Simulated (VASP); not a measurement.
Runs of VASP 6.6.1 on CdTe. The structure is that of space group F-43m (No. 216), or close to it. The cells are those of the table. 

```csv
cell,gap on the mesh (eV),pressure (GPa)
"a = 4.694 Å, angles 60.0°, 2 atoms",(a),-1.1
"a = 4.601 Å, angles 60.0°, 2 atoms",1.52,(b)
"a = 4.648 Å, angles 60.0°, 2 atoms",1.42,0.0
"a = 4.553 Å, angles 60.0°, 2 atoms",(c),2.8
"a = 4.739 Å, angles 60.0°, 2 atoms",1.23,-2.0
```

Alike in all rows: task single point; level HSE06; potentials or basis VASP PAW PBE potentials, release 64 (Cd, Te); no spin polarisation; k mesh 4 × 4 × 4; cutoff (eV) 520; smearing gaussian 0.02 eV.

Task: Fill in the values left out.

Result: (a) 1.33; (b) 1.3; (c) 1.63.

Caveats: some runs use coarse meshes; the PAW data sets were made with another functional, which shifts forces and pressure a little; spin-orbit coupling is left out, which moves the levels of the heavy elements.

A k mesh can miss the band edges, and the runs leave out spin-orbit coupling on Cd, Te.
